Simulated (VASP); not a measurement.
# Ti16S in VASP: notebook

The runs below take Ti16S through single point, with PBE.

Program: VASP 6.6.1. These are calculated values, not measurements. Logs are shortened: lines on timing, memory, paths and dates and some standing lists are left out, and cuts for length are marked.

## (1) The cell of the first run

The cell holds a slab with vacuum, 17 atoms: a = 5.876 Å, b = 5.876 Å, c = 22.404 Å, α = 90.00°, β = 90.00°, γ = 120.00°.

## (2) Single point, PBE

File INCAR:

```
ALGO = Normal
DIPOL = 0.5 0.5 0.349
EDIFF = 1E-6
ENCUT = 520
GGA = PE
IDIPOL = 3
ISIF = 2
ISMEAR = 0
LASPH = True
LCHARG = False
LDIPOL = True
LREAL = Auto
LWAVE = False
NBANDS = 113
NELM = 60
PREC = Accurate
SIGMA = 0.1
```

File KPOINTS:

```
k-points
0
Gamma
  6 6 1
```

File POSCAR:

```
Ti16S
1.0
    5.8763264169      0.0000000000      0.0000000000
   -2.9381632085      5.0890479580      0.0000000000
    0.0000000000      0.0000000000     22.4042080656
Ti S
16 1
Direct
    0.3333333333      0.1666666667      0.1785378884
    0.3333333333      0.6666666667      0.1785378884
    0.8333333333      0.1666666667      0.1785378884
    0.8333333333      0.6666666667      0.1785378884
    0.1666666667      0.3333333333      0.2823234229
    0.1666666667      0.8333333333      0.2823234229
    0.6666666667      0.3333333333      0.2823234229
    0.6666666667      0.8333333333      0.2823234229
    0.3333333333      0.1666666667      0.3901740009
    0.3333333333      0.6666666667      0.3901740009
    0.8333333333      0.1666666667      0.3901740009
    0.8333333333      0.6666666667      0.3901740009
    0.1666666667      0.3333333333      0.4867035708
    0.1666666667      0.8333333333      0.4867035708
    0.6666666667      0.3333333333      0.4867035708
    0.6666666667      0.8333333333      0.4867035708
    0.1666666667      0.3333333333      0.5830043102
```

Potentials or basis: VASP PAW PBE potentials, release 64 (Ti_sv, S).

Launch:

```bash
> cat potpaw_PBE.64/Ti_sv/POTCAR potpaw_PBE.64/S/POTCAR > POTCAR
> mpirun -np 1 vasp_std > vasp.out
```

OUTCAR:

```text
EDIFF = 1E-6
   ENCUT = 520
   GGA = PE
   ISIF = 2
   ISMEAR = 0
   LASPH = True
   LREAL = Auto
   NELM = 60
   PREC = Accurate

 ion  position               nearest neighbor table
   1  0.333  0.167  0.179-   5 2.88   7 2.88   6 2.88
   2  0.333  0.667  0.179-   6 2.88   8 2.88   5 2.88
   3  0.833  0.167  0.179-   7 2.88   5 2.88   8 2.88
   4  0.833  0.667  0.179-   8 2.88   6 2.88   7 2.88
   5  0.167  0.333  0.282-   1 2.88   3 2.88   2 2.88
   6  0.167  0.833  0.282-   2 2.88   4 2.88   1 2.88
   7  0.667  0.333  0.282-   3 2.88   1 2.88   4 2.88
   8  0.667  0.833  0.282-   4 2.88   2 2.88   3 2.88
   9  0.333  0.167  0.390-  13 2.75  15 2.75  14 2.75
  10  0.333  0.667  0.390-  14 2.75  16 2.75  13 2.75
  11  0.833  0.167  0.390-  15 2.75  13 2.75  16 2.75
  12  0.833  0.667  0.390-  16 2.75  14 2.75  15 2.75
  13  0.167  0.333  0.487-  17 2.16   9 2.75  11 2.75  10 2.75
  14  0.167  0.833  0.487-  10 2.75  12 2.75   9 2.75
  15  0.667  0.333  0.487-  11 2.75   9 2.75  12 2.75
  16  0.667  0.833  0.487-  12 2.75  10 2.75  11 2.75
  17  0.167  0.333  0.583-  13 2.16

  LATTYP: Found a hexagonal cell.
 ALAT       =     5.8763264169
 C/A-ratio  =     3.8126214366

  Lattice vectors:

 A1 = (   5.8763264169,   0.0000000000,   0.0000000000)
 A2 = (  -2.9381632085,   5.0890479580,   0.0000000000)
 A3 = (   0.0000000000,   0.0000000000,  22.4042080656)

Analysis of symmetry for initial positions (statically):
=====================================================================
 Subroutine PRICEL returns:
 Original cell was already a primitive cell.

 Routine SETGRP: Setting up the symmetry group for a
 hexagonal supercell.

 Subroutine GETGRP returns: Found  6 space group operations
 (whereof  2 operations were pure point group operations)
 out of a pool of 24 trial point group operations.

The static configuration has the point symmetry C_1h.
 The point group associated with its full space group is C_3v.

Analysis of symmetry for dynamics (positions and initial velocities):
=====================================================================
 Subroutine PRICEL returns:
 Original cell was already a primitive cell.

 Routine SETGRP: Setting up the symmetry group for a
 hexagonal supercell.

 Subroutine GETGRP returns: Found  6 space group operations
 (whereof  2 operations were pure point group operations)
 out of a pool of 24 trial point group operations.

The dynamic configuration has the point symmetry C_1h.
 The point group associated with its full space group is C_3v.

 Subroutine INISYM returns: Found  6 space group operations
 (whereof  2 operations are pure point group operations),
 and found     1 'primitive' translations

----------------------------------------------------------------------------------------

                                     Primitive cell

  volume of cell :     669.9958

  direct lattice vectors                    reciprocal lattice vectors
     5.876326417  0.000000000  0.000000000     0.170174345  0.098250204  0.000000000
    -2.938163208  5.089047958  0.000000000     0.000000000  0.196500408  0.000000000
     0.000000000  0.000000000 22.404208066     0.000000000  0.000000000  0.044634472

  length of vectors
     5.876326417  5.876326417 22.404208066     0.196500408  0.196500408  0.044634472

  position of ions in fractional coordinates (direct lattice)
     0.333333333  0.166666667  0.178537888
     0.333333333  0.666666667  0.178537888
     0.833333333  0.166666667  0.178537888
     0.833333333  0.666666667  0.178537888
     0.166666667  0.333333333  0.282323423
     0.166666667  0.833333333  0.282323423
[... 9 lines left out ...]
     0.666666667  0.833333333  0.486703571
     0.166666667  0.333333333  0.583004310

  ion indices of the primitive-cell ions
   primitive index   ion index
                 1           1
                 2           2
                 3           3
                 4           4
                 5           5
                 6           6
[... 9 lines left out ...]
                16          16
                17          17

----------------------------------------------------------------------------------------

 KPOINTS: k-points

Automatic generation of k-mesh.
 Grid dimensions read from file:
 generate k-points for:    6    6    1

 Generating k-lattice:

  Cartesian coordinates                     Fractional coordinates (reciprocal lattice)
     0.028362391  0.016375034  0.000000000     0.166666667 -0.000000000  0.000000000
     0.000000000  0.032750068  0.000000000     0.000000000  0.166666667  0.000000000
     0.000000000  0.000000000  0.044634472     0.000000000  0.000000000  1.000000000

  Length of vectors
     0.032750068  0.032750068  0.044634472

  Shift w.r.t. Gamma in fractional coordinates (k-lattice)
     0.000000000  0.000000000  0.000000000

 Subroutine IBZKPT returns following result:
 ===========================================

 Found      7 irreducible k-points:

 Following reciprocal coordinates:
            Coordinates               Weight
  0.000000  0.000000  0.000000      1.000000
  0.166667  0.000000  0.000000      6.000000
  0.333333  0.000000  0.000000      6.000000
  0.500000  0.000000  0.000000      3.000000
  0.166667  0.166667  0.000000      6.000000
  0.333333  0.166667  0.000000     12.000000
  0.333333  0.333333  0.000000      2.000000
   k-points           NKPTS =      7   k-points in BZ     NKDIM =      7   number of bands    NBANDS=    113
   number of dos      NEDOS =    301   number of ions     NIONS =     17
   total plane-waves  NPLWV = 387072
   dimension x,y,z NGX =    48 NGY =   48 NGZ =  168
   dimension x,y,z NGXF=    96 NGYF=   96 NGZF=  336
   ions per type =              16   1
   NGX,Y,Z   is equivalent  to a cutoff of  13.58, 13.58, 12.47 a.u.
   NGXF,Y,Z  is equivalent  to a cutoff of  27.16, 27.16, 24.93 a.u.
 SYSTEM =  unknown system
   PREC   = accura    normal or accurate (medium, high low for compatibility)
   ISTART =      0    job   : 0-new  1-cont  2-samecut
   ICHARG =      2    charge: 1-file 2-atom 10-const
   ISPIN  =      1    spin polarized calculation?
   LNONCOLLINEAR =      F non collinear calculations
   LSORBIT =      F    spin-orbit coupling
   LASPH  =      T    aspherical Exc in radial PAW
   ENCUT  =  520.0 eV  38.22 Ry    6.18 a.u.  10.93 10.93 41.66*2*pi/ulx,y,z
   NELM   =     60;   NELMIN=  2; NELMDL= -5     # of ELM steps
   EDIFF  = 0.1E-05   stopping-criterion for ELM
   LREAL  =      T    real-space projection
   EDIFFG = 0.1E-04   stopping-criterion for IOM
   NSW    =      0    number of steps for IOM
   IBRION =     -1    ionic relax: 0-MD 1-quasi-New 2-CG
   NFREE  =      0    steps in history (QN), initial steepest desc. (CG)
   ISIF   =      2    stress and relaxation
   ISYM   =      2    0-nonsym 1-usesym 2-fastsym
   POTIM  = 0.5000    time-step for ionic-motion
   TEBEG  =    0.0;   TEEND  =   0.0 temperature during run
   PSTRESS=    0.0 pullay stress
   NELECT =     198.0000    total number of electrons
   NUPDOWN=      -1.0000    fix difference up-down
   EMIN   =  10.00;   EMAX   =-10.00  energy-range for DOS
   EFERMI =   0.00;   METHOD = LEGACY
   ISMEAR =     0;   SIGMA  =   0.10  broadening in eV -4-tet -1-fermi 0-gaus
   EFERMI_NEDOS =   21; number of points for ismear=-14 and -15
   IALGO  =     38    algorithm
   IMIX   =      4    mixing-type and parameters
     AMIX     =   0.40;   BMIX     =  1.00
     AMIX_MAG =   1.60;   BMIX_MAG =  1.00
  volume/ion in A,a.u.               =      39.41       265.96
  Fermi-wavevector in a.u.,A,eV,Ry     =   1.090450  2.060652 16.178441  1.189082
  Thomas-Fermi vector in A             =   2.226675
   LORBIT       =      0    0 simple, 1 ext, 2 COOP (PROOUT), +10 PAW based schemes
   GGA     = PE    functional components
   LHFCALC =     F    Hartree Fock is set to
   AEXX    =    0.0000 exact exchange contribution
   IVDW    =     0    specifies the selected vdW correction
   LEPSILON=     F    determine dielectric tensor
   LRPA    =     F    only Hartree local field effects (RPA)
 non-spin polarized calculation
 Gauss-broadening in eV      SIGMA  =   0.10
  energy-cutoff  :      520.00
  volume of cell :      670.00
 maximum number of plane-waves:     18070
 NGX is ok and might be reduce to    48
   NGX = 21   NGY = 21   NGZ = 83

 dipolmoment           0.000000      0.000000     -1.336665 electrons x Angstroem

 number of electron     197.9999966 magnetization

 dipolmoment           0.000000      0.000000      0.100401 electrons x Angstroem

 Free energy of the ion-electron system (eV)
  ---------------------------------------------------
  ext. energy  EPLUGINS =         0.00000000
  ---------------------------------------------------
  free energy    TOTEN  =      -124.02856072 eV

  energy without entropy =     -123.86466687  energy(sigma->0) =     -123.94661379

 E-fermi :   1.1372     XC(G=0):  -5.9495

 val. band max:        1.1317449584   @ k =   0.3333   0.3333   0.0000
 cond. band min:       1.1462126177   @ k =   0.3333   0.1667   0.0000
 fundamental gap:      0.0144676593
 Fermi energy:         1.1371808424

 k-point     1 :       0.0000    0.0000    0.0000
  band No.  band energies     occupation
      1     -55.8887      2.00000
      2     -55.8422      2.00000
      3     -55.8248      2.00000
      4     -55.8248      2.00000
      5     -55.7703      2.00000
      6     -55.7645      2.00000
[... 103 lines left out ...]
    110       1.9450      0.00000
    111       1.9450      0.00000

 k-point     2 :       0.1667    0.0000    0.0000
  band No.  band energies     occupation
      1     -55.8846      2.00000
      2     -55.8372      2.00000
      3     -55.8284      2.00000
      4     -55.8248      2.00000
      5     -55.7731      2.00000
      6     -55.7668      2.00000
[... 562 lines left out ...]
 k-point     7 :       0.3333    0.3333    0.0000
  band No.  band energies     occupation
      1     -55.8553      2.00000
      2     -55.8550      2.00000
      3     -55.8259      2.00000
      4     -55.7991      2.00000
      5     -55.7931      2.00000
      6     -55.7931      2.00000
[... 103 lines left out ...]
    110       1.4975      0.00000
    111       1.5720      0.00000
 [bands above 111 left out]

------------------------ aborting loop because EDIFF is reached ----------------------------------------

 vacuum level on the upper side and lower side of the slab       (xc-potential included)         0.061        -0.524

  FORCE on cell =-STRESS in cart. coord.  units (eV):
  Direction    XX          YY          ZZ          XY          YZ          ZX
  --------------------------------------------------------------------------------------
  -------------------------------------------------------------------------------------
  Total       -4.5035706     -4.5035706     -3.8083348      0.0000000      0.0000000      0.0000000
  in kB      -10.7694992    -10.7694992     -9.1069646      0.0000000      0.0000000      0.0000000
  external PRESSURE =     -10.2153210 kB  Pullay stress =       0.0000000 kB

 VOLUME and BASIS-vectors are now :
 -----------------------------------------------------------------------------
  energy-cutoff  :      520.00
  volume of cell :      670.00
      direct lattice vectors                 reciprocal lattice vectors
     5.876326417  0.000000000  0.000000000     0.170174345  0.098250204  0.000000000
    -2.938163208  5.089047958  0.000000000     0.000000000  0.196500408  0.000000000
     0.000000000  0.000000000 22.404208066     0.000000000  0.000000000  0.044634472

 POSITION                                       TOTAL-FORCE (eV/Angst)
 -----------------------------------------------------------------------------------
      1.46908      0.84817      4.00000        -0.003450      0.001992      0.610134
     -0.00000      3.39270      4.00000         0.000000     -0.003984      0.610134
      4.40724      0.84817      4.00000         0.003450      0.001992      0.610134
      2.93816      3.39270      4.00000        -0.000000      0.000000      0.616902
      0.00000      1.69635      6.32523        -0.000000      0.000000     -0.441150
     -1.46908      4.24087      6.32523        -0.046310     -0.026737     -0.580236
[... 9 lines left out ...]
      1.46908      4.24087     10.90421        -0.094729      0.054692      0.287263
      0.00000      1.69635     13.06175        -0.000000      0.000000     -0.005002
 -----------------------------------------------------------------------------------
    total drift:                                0.000005     -0.000003     -0.125028

  FREE ENERGIE OF THE ION-ELECTRON SYSTEM (eV)
  ---------------------------------------------------
  free  energy   TOTEN  =      -124.0285607187 eV

  energy  without entropy=     -123.8646668682  energy(sigma->0) =     -123.94661379

 vacuum level on the upper side and lower side of the slab         5.963         5.364
```

It took 40 min on 1 thread of Intel Xeon 6975P-C (Granite Rapids), shared host; peak memory 0.91 GiB.

What came out:

| Property | Result |
| --- | --- |
| Free energy | -124.0286 eV |
| Largest force | 0.617 eV/Å |
| Band gap on the k mesh | zero (band 99 reaches 1.58 eV, above the bottom of band 100 at 0.87 eV) |

Forces on the atoms (eV/Å):
```
Ti  -0.003  0.002  0.610
Ti   0.000 -0.004  0.610
Ti   0.003  0.002  0.610
Ti   0.000  0.000  0.617
Ti   0.000  0.000 -0.441
Ti  -0.046 -0.027 -0.580
Ti   0.000  0.053 -0.580
Ti   0.046 -0.027 -0.580
Ti   0.256 -0.148 -0.465
Ti   0.000  0.295 -0.465
Ti  -0.256 -0.148 -0.465
Ti   0.000  0.000  0.114
Ti   0.000  0.000  0.157
Ti   0.095  0.055  0.287
Ti   0.000 -0.109  0.287
Ti  -0.095  0.055  0.287
S    0.000  0.000 -0.005
```

Levels at points of the mesh, in eV from the Fermi level:
| k point | band 96 | band 97 | band 98 | band 99 | band 100 | band 101 |
| --- | --- | --- | --- | --- | --- | --- |
| (0.00, 0.00, 0.00) | 0.20 | 0.20 | 0.22 | 0.44 | 0.49 | 0.60 |
| (0.50, 0.00, 0.00) | -0.42 | -0.31 | -0.30 | -0.29 | -0.08 | -0.06 |

## (3) Single point, PBE

File INCAR:

```
PREC = Accurate
ENCUT = 520
EDIFF = 1E-6
ISMEAR = 0
SIGMA = 0.1
LREAL = Auto
LASPH = T
NELM = 60
ALGO = Normal
ISIF = 2
LWAVE = F
LCHARG = F
LDIPOL = T
IDIPOL = 3
DIPOL = 0.5 0.5 0.348
GGA = PE
NBANDS = 113
```

File KPOINTS:

```
regular mesh
0
Gamma
  6 6 1
```

POSCAR, as its differences from that of step 2:

```diff
@@ -24,2 +24,2 @@
     0.6666666667      0.8333333333      0.4867035708
-    0.1666666667      0.3333333333      0.5830043102
+    0.3333333333      0.6666666667      0.5634804074
```

Potentials or basis: VASP PAW PBE potentials, release 64 (Ti_sv, S).

Launch:

```bash
> cat potpaw_PBE.64/Ti_sv/POTCAR potpaw_PBE.64/S/POTCAR > POTCAR
> mpirun -np 1 vasp_std > vasp.out
```

Run time: 31 min. Hardware: 1 thread of Intel Xeon 6975P-C (Granite Rapids), shared host; peak memory 0.9 GiB.

Results (log left out):

```yaml
Free_energy: -125.3202 eV
Largest_force: 0.648 eV/Å
Band_gap_on_the_k_mesh: zero (band 99 reaches 1.68 eV, above the bottom of band 100 at 0.93 eV)
```

Forces on the atoms (eV/Å):
```
Ti   0.000  0.000  0.615
Ti   0.000  0.000  0.648
Ti   0.000  0.000  0.615
Ti   0.000  0.000  0.615
Ti   0.000 -0.051 -0.582
Ti  -0.044  0.026 -0.582
Ti   0.000  0.000 -0.571
Ti   0.044  0.026 -0.582
Ti   0.151  0.087 -0.232
Ti   0.000  0.000 -0.326
Ti  -0.151  0.087 -0.232
Ti   0.000 -0.175 -0.232
Ti   0.000 -0.047  0.412
Ti  -0.041  0.023  0.412
Ti   0.000  0.000 -0.413
Ti   0.041  0.023  0.412
S    0.000  0.000  0.023
```

Levels at points of the mesh, in eV from the Fermi level:
| k point | band 96 | band 97 | band 98 | band 99 | band 100 | band 101 |
| --- | --- | --- | --- | --- | --- | --- |
| (0.00, 0.00, 0.00) | 0.14 | 0.14 | 0.24 | 0.45 | 0.56 | 0.56 |
| (0.50, 0.00, 0.00) | -0.47 | -0.31 | -0.30 | -0.17 | -0.08 | -0.03 |
